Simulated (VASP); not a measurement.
# Tl (P6_3/mmc) in VASP: a series of runs

Runs on Tl. Level: PBEsol+D3(BJ). Tasks: relaxation of cell and atoms.

Everything below comes from runs of VASP 6.6.1. Logs are shortened: lines on timing, memory, paths and dates and some standing lists are left out, and cuts for length are marked.

### 1 The cell of the first run

Symmetry: P6_3/mmc, No. 194, hexagonal system. Conventional cell: a = 3.430 Å, b = 3.430 Å, c = 5.601 Å, α = 90.00°, β = 90.00°, γ = 120.00°. Within 4.5 Å of Tl (site symmetry -6m2) lie 12 Tl at 3.43 Å.

### 2 Relaxation of cell and atoms, PBEsol+D3(BJ)

File INCAR:

```
PREC = Accurate
ENCUT = 600
EDIFF = 1E-6
ISMEAR = 0
SIGMA = 0.1
LREAL = F
LASPH = T
NELM = 80
ALGO = Normal
ISIF = 3
LWAVE = F
LCHARG = F
GGA = PS
IVDW = 12
IBRION = 2
NSW = 80
EDIFFG = -0.02
```

File KPOINTS:

```
regular mesh
0
Gamma
  9 9 5
```

File POSCAR:

```
Tl
1.0
    3.4300000000      0.0000000000      0.0000000000
   -1.7150000000      2.9704671350      0.0000000000
    0.0000000000      0.0000000000      5.6011900000
Tl
2
Direct
    0.3333333333      0.6666666667      0.2500000000
    0.6666666667      0.3333333333      0.7500000000
```

Potentials or basis: VASP PAW PBE potentials, release 64 (Tl_d).

Command:

```sh
$ cat potpaw_PBE.64/Tl_d/POTCAR > POTCAR
$ mpirun -np 1 vasp_std > vasp.out
```

OUTCAR:

```text
PREC = Accurate
   ENCUT = 600
   EDIFF = 1E-6
   ISMEAR = 0
   LREAL = F
   LASPH = T
   NELM = 80
   ISIF = 3
   GGA = PS
   IVDW = 12
   IBRION = 2
   NSW = 80
   EDIFFG = -0.02
 IVDW          = 12

 ion  position               nearest neighbor table
   1  0.333  0.667  0.250-   2 3.43   2 3.43   2 3.43   2 3.43   2 3.43   2 3.43
   2  0.667  0.333  0.750-   1 3.43   1 3.43   1 3.43   1 3.43   1 3.43   1 3.43

  LATTYP: Found a hexagonal cell.
 ALAT       =     3.4300000000
 C/A-ratio  =     1.6330000000

  Lattice vectors:

 A1 = (   3.4300000000,   0.0000000000,   0.0000000000)
 A2 = (  -1.7150000000,   2.9704671350,   0.0000000000)
 A3 = (   0.0000000000,   0.0000000000,   5.6011900000)

Analysis of symmetry for initial positions (statically):
=====================================================================
 Subroutine PRICEL returns:
 Original cell was already a primitive cell.

 Routine SETGRP: Setting up the symmetry group for a
 hexagonal supercell.

 Subroutine GETGRP returns: Found 24 space group operations
 (whereof 12 operations were pure point group operations)
 out of a pool of 24 trial point group operations.

The static configuration has the point symmetry D_3d.
 The point group associated with its full space group is D_6h.

Analysis of symmetry for dynamics (positions and initial velocities):
=====================================================================
 Subroutine PRICEL returns:
 Original cell was already a primitive cell.

 Routine SETGRP: Setting up the symmetry group for a
 hexagonal supercell.

 Subroutine GETGRP returns: Found 24 space group operations
 (whereof 12 operations were pure point group operations)
 out of a pool of 24 trial point group operations.

The dynamic configuration has the point symmetry D_3d.
 The point group associated with its full space group is D_6h.

 Subroutine INISYM returns: Found 24 space group operations
 (whereof 12 operations are pure point group operations),
 and found     1 'primitive' translations

----------------------------------------------------------------------------------------

                                     Primitive cell

  volume of cell :      57.0689

  direct lattice vectors                    reciprocal lattice vectors
     3.430000000  0.000000000  0.000000000     0.291545190  0.168323694  0.000000000
    -1.715000000  2.970467135  0.000000000     0.000000000  0.336647387  0.000000000
     0.000000000  0.000000000  5.601190000     0.000000000  0.000000000  0.178533490

  length of vectors
     3.430000000  3.430000000  5.601190000     0.336647387  0.336647387  0.178533490

  position of ions in fractional coordinates (direct lattice)
[... 66 lines left out ...]
   ions per type =               2
   NGX,Y,Z   is equivalent  to a cutoff of  13.57, 13.57, 14.25 a.u.
   NGXF,Y,Z  is equivalent  to a cutoff of  27.14, 27.14, 28.49 a.u.
 SYSTEM =  unknown system
   PREC   = accura    normal or accurate (medium, high low for compatibility)
   ISTART =      0    job   : 0-new  1-cont  2-samecut
   ICHARG =      2    charge: 1-file 2-atom 10-const
   ISPIN  =      1    spin polarized calculation?
   LNONCOLLINEAR =      F non collinear calculations
   LSORBIT =      F    spin-orbit coupling
   LASPH  =      T    aspherical Exc in radial PAW
   ENCUT  =  600.0 eV  44.10 Ry    6.64 a.u.   6.85  6.85 11.19*2*pi/ulx,y,z
   NELM   =     80;   NELMIN=  2; NELMDL= -5     # of ELM steps
   EDIFF  = 0.1E-05   stopping-criterion for ELM
   LREAL  =      F    real-space projection
   EDIFFG = -.2E-01   stopping-criterion for IOM
   NSW    =     80    number of steps for IOM
   IBRION =      2    ionic relax: 0-MD 1-quasi-New 2-CG
   NFREE  =      1    steps in history (QN), initial steepest desc. (CG)
   ISIF   =      3    stress and relaxation
   ISYM   =      2    0-nonsym 1-usesym 2-fastsym
   POTIM  = 0.5000    time-step for ionic-motion
   TEBEG  =    0.0;   TEEND  =   0.0 temperature during run
   PSTRESS=    0.0 pullay stress
   NELECT =      26.0000    total number of electrons
   NUPDOWN=      -1.0000    fix difference up-down
   EMIN   =  10.00;   EMAX   =-10.00  energy-range for DOS
   EFERMI =   0.00;   METHOD = LEGACY
   ISMEAR =     0;   SIGMA  =   0.10  broadening in eV -4-tet -1-fermi 0-gaus
   EFERMI_NEDOS =   21; number of points for ismear=-14 and -15
   IALGO  =     38    algorithm
   IMIX   =      4    mixing-type and parameters
     AMIX     =   0.40;   BMIX     =  1.00
     AMIX_MAG =   1.60;   BMIX_MAG =  1.00
  volume/ion in A,a.u.               =      28.53       192.56
  Fermi-wavevector in a.u.,A,eV,Ry     =   1.259697  2.380483 21.590234  1.586837
  Thomas-Fermi vector in A             =   2.393244
   LORBIT       =      0    0 simple, 1 ext, 2 COOP (PROOUT), +10 PAW based schemes
   GGA     = PS    functional components
   LHFCALC =     F    Hartree Fock is set to
   AEXX    =    0.0000 exact exchange contribution
   IVDW    =    12    specifies the selected vdW correction
   LEPSILON=     F    determine dielectric tensor
   LRPA    =     F    only Hartree local field effects (RPA)
 conjugate gradient relaxation of ions
 non-spin polarized calculation
 Gauss-broadening in eV      SIGMA  =   0.10
  energy-cutoff  :      600.00
  volume of cell :       57.07
 maximum number of plane-waves:      1923
 NGX is ok and might be reduce to    28
   NGX = 13   NGY = 13   NGZ = 23

--------------------------------------- Ionic step        1  -------------------------------------------

 number of electron      25.9999999 magnetization

 Free energy of the ion-electron system (eV)
  ---------------------------------------------------
  ext. energy  EPLUGINS =         0.00000000
  ---------------------------------------------------
  free energy    TOTEN  =        -5.24584611 eV

  energy without entropy =       -5.23460896  energy(sigma->0) =       -5.24022753

------------------------ aborting loop because EDIFF is reached ----------------------------------------

 Edisp (eV)   -0.76891

 E8    (eV) :    -0.5732
[... 271 lines left out ...]
--------------------------------------- Ionic step        8  -------------------------------------------

 number of electron      25.9999998 magnetization

 Free energy of the ion-electron system (eV)
  ---------------------------------------------------
  ext. energy  EPLUGINS =         0.00000000
  ---------------------------------------------------
  free energy    TOTEN  =        -5.22714424 eV

  energy without entropy =       -5.21907632  energy(sigma->0) =       -5.22311028

 E-fermi :   6.9946     XC(G=0): -10.6450

 val. band max:        6.9397288182   @ k =   0.4444  -0.0000   0.2000
 cond. band min:       6.9998056693   @ k =   0.3333   0.1111   0.4000
 fundamental gap:      0.0600768511
 Fermi energy:         6.9945591270

 k-point     1 :       0.0000    0.0000    0.0000
  band No.  band energies     occupation
      1      -4.9250      2.00000
      2      -4.6863      2.00000
      3      -4.6092      2.00000
      4      -4.6092      2.00000
      5      -4.5573      2.00000
      6      -4.5573      2.00000
[... 457 lines left out ...]
      4      -4.4569      2.00000
      5      -4.4539      2.00000
      6      -4.4539      2.00000
[... 9 lines left out ...]
     16       8.8855      0.00000
     17      11.8093      0.00000

 [... further k-points ...]

------------------------ aborting loop because EDIFF is reached ----------------------------------------

 Edisp (eV)   -0.81177

 E8    (eV) :    -0.6052
[... 25 lines left out ...]
  FREE ENERGIE OF THE ION-ELECTRON SYSTEM (eV)
  ---------------------------------------------------
  free  energy   TOTEN  =        -6.0389184796 eV

  energy  without entropy=       -6.0308505597  energy(sigma->0) =       -6.03488452

 reached required accuracy - stopping structural energy minimisation
```

OSZICAR:

```text
N       E                     dE             d eps       ncg     rms          rms(c)
DAV:   1     0.135567913552E+03    0.13557E+03   -0.15494E+04  1224   0.161E+03
DAV:   2    -0.286177403679E+01   -0.13843E+03   -0.13653E+03  1287   0.315E+02
DAV:   3    -0.530589721106E+01   -0.24441E+01   -0.24244E+01  1513   0.364E+01
[... 56 lines left out ...]
DAV:   2    -0.522773746494E+01    0.42109E-02   -0.89908E-03  1229   0.831E-01    0.130E-01
DAV:   3    -0.522717336902E+01    0.56410E-03   -0.19446E-03  1236   0.398E-01    0.974E-02
DAV:   4    -0.522714827987E+01    0.25089E-04   -0.94867E-05  1257   0.601E-02    0.121E-02
DAV:   5    -0.522714468213E+01    0.35977E-05   -0.30557E-05  1296   0.490E-02    0.695E-03
DAV:   6    -0.522714423656E+01    0.44558E-06   -0.11091E-06   628   0.929E-03
   8 F= -.60389185E+01 E0= -.60348845E+01  d E =-.276961E-04
```

CONTCAR:

```text
Tl
   1.00000000000000
     3.3343389526429354   -0.0000000000000000    0.0000000000000000
    -1.6671694763214677    2.8876222378345466   -0.0000000000000000
     0.0000000000000000   -0.0000000000000000    5.6216242992952941
  Tl
     2
Direct
     0.3333333332999970    0.6666666667000030    0.2500000000000000
     0.6666666667000030    0.3333333332999970    0.7500000000000000

  0.00000000E+00  0.00000000E+00  0.00000000E+00
  0.00000000E+00  0.00000000E+00  0.00000000E+00
```

Wall time 1.8 min (1 thread of AMD EPYC 9R14 (Zen 4), shared host); peak memory 0.19 GiB.

What came out:

```yaml
Free_energy: -6.0389 eV
Relaxed_volume: 27.06 Å³/atom
Relaxed_cell: a = 3.334 Å, b = 3.334 Å, c = 5.622 Å, α = 90.00°, β = 90.00°, γ = 120.00°
Space_group_after_relaxing_to_0.1_Å: P6_3/mmc (No. 194)
Energy_gained_by_relaxing: 12.1 meV/atom
Ionic_steps: 8
Pressure_after_relaxing: -0.1 GPa
Band_gap_on_the_k_mesh: zero (bands 13 and 14 overlap by 3.58 eV)
Dispersion_energy_per_atom: -0.406 eV
```

The path:
| step | energy change (eV) | largest force (eV/Å) | pressure (GPa) | volume (Å³) |
| --- | --- | --- | --- | --- |
| 1 | 0.0000 | 0.0000 | -2.03 | 57.07 |
| 2 | -0.0210 | 0.0000 | -0.02 | 54.13 |
| 3 | -0.0210 | 0.0000 | 0.09 | 54.01 |
| 4 | -0.0226 | 0.0000 | 0.08 | 53.98 |
| 5 | -0.0235 | 0.0000 | 0.09 | 53.96 |
| 6 | -0.0241 | 0.0000 | 0.11 | 53.91 |
| 7 | -0.0241 | 0.0000 | 0.12 | 53.91 |
| 8 | -0.0242 | 0.0000 | -0.07 | 54.13 |

Final structure:
```cif
data_structure
_symmetry_space_group_name_H-M 'P 1'
_symmetry_Int_Tables_number 1
_cell_length_a 3.3343
_cell_length_b 3.3343
_cell_length_c 5.6216
_cell_angle_alpha 90.000
_cell_angle_beta 90.000
_cell_angle_gamma 120.000
_cell_volume 54.13
loop_
_atom_site_label
_atom_site_type_symbol
_atom_site_fract_x
_atom_site_fract_y
_atom_site_fract_z
_atom_site_occupancy
Tl1 Tl 0.33333 0.66667 0.25000 1
Tl2 Tl 0.66667 0.33333 0.75000 1
```

Caveat: the PAW data sets were made with another functional, which shifts forces and pressure a little; spin-orbit coupling is left out, which moves the levels of the heavy elements.

### 3 Relaxation of cell and atoms, PBEsol+D3(BJ), target pressure 15 GPa, at which the enthalpy is minimised

File INCAR:

```
  PREC = Accurate
  ENCUT = 600
  EDIFF = 1E-6
  ISMEAR = 0
  SIGMA = 0.1
  LREAL = False
  LASPH = True
  NELM = 60
  ALGO = Normal
  ISIF = 3
  LWAVE = False
  LCHARG = False
  GGA = PS
  IVDW = 12
  IBRION = 2
  NSW = 80
  EDIFFG = -0.02
  PSTRESS = 150.0
```

File KPOINTS:

```
Automatic mesh
0
Gamma
  9 9 5
```

POSCAR is that of step 2.

Potentials or basis: VASP PAW PBE potentials, release 64 (Tl_d).

Command:

```sh
$ cat potpaw_PBE.64/Tl_d/POTCAR > POTCAR
$ mpirun -np 1 vasp_std > vasp.out
```

It took 2.5 min on 1 thread of AMD EPYC 9R14 (Zen 4), shared host; peak memory 0.18 GiB.

The run converged. Its results:

```
Free energy                                                : -5.6700 eV
Relaxed volume                                             : 22.17 Å³/atom
Relaxed cell                                               : a = 3.116 Å, b = 3.116 Å, c = 5.272 Å, α = 90.00°, β = 90.00°, γ = 120.00°
Space group after relaxing (to 0.1 Å)                      : P6_3/mmc (No. 194)
Energy change on relaxing (the run minimises the enthalpy) : +172.4 meV/atom
Ionic steps                                                : 11
Pressure after relaxing                                    : 15.0 GPa
Band gap on the k mesh                                     : zero (bands 13 and 14 overlap by 4.49 eV)
Dispersion energy per atom                                 : -0.497 eV
```

The path:
```csv
step,energy change (eV),largest force (eV/Å),pressure (GPa),volume (Å³)
1,0.0000,0.0000,-2.03,57.07
2,2.1353,0.0000,57.76,35.50
3,0.3090,0.0000,13.79,44.82
4,0.3400,0.0000,14.72,44.47
5,0.3615,0.0000,15.29,44.24
6,0.3596,0.0000,15.34,44.21
7,0.3607,0.0000,15.44,44.17
8,0.3614,0.0000,15.47,44.16
9,0.3612,0.0000,15.47,44.16
10,0.3170,0.0000,14.22,44.64
11,0.3447,0.0000,15.05,44.34
```

Final structure:
```
Tl
1.0
     3.11640    0.00000    0.00000
    -1.55820    2.69889    0.00000
     0.00000    0.00000    5.27155
Tl
2
Direct
  0.33333 0.66667 0.25000
  0.66667 0.33333 0.75000
```

Levels at points of the mesh, in eV from the Fermi level:
```tsv
k point	band 9	band 10	band 11	band 12	band 13	band 14	band 15	band 16	band 17
(0.00, 0.00, 0.00)	-11.75	-11.26	-11.26	-5.69	-4.41	10.55	10.55	10.88	10.90
```

Caveat: the cell is relaxed towards a set pressure, so the run minimises the enthalpy, not the energy; the volume moved by over 15 % at a fixed basis, so the end points are rough; the PAW data sets were made with another functional, which shifts forces and pressure a little; spin-orbit coupling is left out, which moves the levels of the heavy elements.

(Continued in part 2 of 2.)
